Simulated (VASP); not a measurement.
A run of VASP 6.6.1 is set up as follows.

The input INCAR:

```
SYSTEM = SnSe
  ALGO = Normal
  EDIFF = 1E-6
  EDIFFG = -0.005
  ENCUT = 600
  GGA = PS
  IBRION = 2
  ISIF = 3
  ISMEAR = -1
  LASPH = .True.
  LCHARG = .False.
  LREAL = .False.
  LWAVE = .False.
  NELM = 80
  NSW = 60
  PREC = Accurate
  SIGMA = 0.08
```

Contents of KPOINTS:

```
k-points
0
Gamma
  12 12 12
  0 0 0
```

The input POSCAR:

```
SnSe
1.0
    0.0000000000      3.0546685047      3.0546685047
    3.0546685047      0.0000000000      3.0546685047
    3.0546685047      3.0546685047      0.0000000000
Sn Se
1 1
Direct
    0.0000000000      0.0000000000      0.0000000000
    0.2500000000      0.2500000000      0.2500000000
```

Potentials or basis: VASP PAW PBE potentials, release 64 (Sn_d, Se).

Run with:

```bash
$ cat potpaw_PBE.64/Sn_d/POTCAR potpaw_PBE.64/Se/POTCAR > POTCAR
$ mpirun -np 1 vasp_std > vasp.out
```

Problem. What does it give for the relaxed volume?

Solution. 36.84 Å³/atom.

Problem. Estimate the space group after relaxing (to 0.05 Å).

Solution. F-43m (No. 216).

Step by step:
```tsv
step	energy change (eV)	largest force (eV/Å)	pressure (GPa)	volume (Å³)
1	0.0000	0.0000	12.99	57.01
2	-0.5226	0.0000	-1.76	78.28
3	-0.5494	0.0000	0.15	73.30
4	-0.5496	0.0000	0.02	73.67
```

Caveat: the volume moved by over 15 % at a fixed basis, so the end points are rough; the PAW data sets were made with another functional, which shifts forces and pressure a little.
